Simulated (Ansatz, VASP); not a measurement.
## One calculation of Zn, two programs

POSCAR

```
Zn
1.0
    0.0000000000      1.9791200765      1.9791200765
    1.9791200765      0.0000000000      1.9791200765
    1.9791200765      1.9791200765      0.0000000000
Zn
1
Direct
    0.0000000000      0.0000000000      0.0000000000
```

INCAR.step1

```
PREC = Accurate ; ENCUT = 520
ISMEAR = -1 ; SIGMA = 0.1
LREAL = False ; LASPH = True
NELM = 60 ; NBANDS = 12
GGA = PE ; ALGO = Normal
EDIFF = 1E-4 ; LWAVE = True
LCHARG = False
```

Contents of INCAR.step2:

```
PREC = Accurate ; ENCUT = 520
EDIFF = 1E-7 ; ISMEAR = -1
SIGMA = 0.1 ; LREAL = False
LASPH = True ; NELM = 60
ALGO = Normal ; ISIF = 2
LWAVE = False ; LCHARG = False
METAGGA = R2SCAN ; LMIXTAU = True
NBANDS = 12 ; ISTART = 1
```

Contents of KPOINTS:

```
Automatic mesh
0
Gamma
  16 16 16
```

Input for Ansatz:

```yaml
crystal:
  lattice:
    - [0.0, 1.9791200765, 1.9791200765]
    - [1.9791200765, 0.0, 1.9791200765]
    - [1.9791200765, 1.9791200765, 0.0]
  atoms:
    - { symbol: Zn, position: [0.0, 0.0, 0.0] }
hamiltonian:
  xc: r2scan
  pseudopotentials:
    kind: paw
    azcp:
      Zn: "pseudopotentials/Zn.paw.azcp"
basis:
  ecutwfc: 500
  fft_grid_basis: typed
kpoints:
  mp_grid: { grid: [16, 16, 16], shift: [0, 0, 0] }
magnetization:
  spin_polarized: false
scf:
  occupations: { method: fermi_dirac, width: 0.1 }
  lower_state_search: "off"
output:
  stress: true
  write_density: true
  write_potential: true
  elf: true
  volumetric_format: npy
```

Alike in both runs: task single point; functional r2SCAN; k mesh 16 × 16 × 16; occupations fermi-dirac, width 0.1 eV; no spin polarisation.

|  | VASP | Ansatz |
| --- | --- | --- |
| version | VASP 6.6.1 | Ansatz 0.2.0 |
| potentials or method | VASP PAW PBE potentials, release 64 (Zn), cutoff 520 eV | plane waves (500 eV) with PAW, scalar-relativistic |
| valence electrons in the cell | 12 | 12 |

Ansatz gave:

- pressure (GPa): -5.7

Estimate VASP's values.

pressure (GPa): -5.5.

VASP's potentials were made for PBE, not for r2SCAN. With one functional, cell and mesh, what is left measures potentials, basis and numerics.
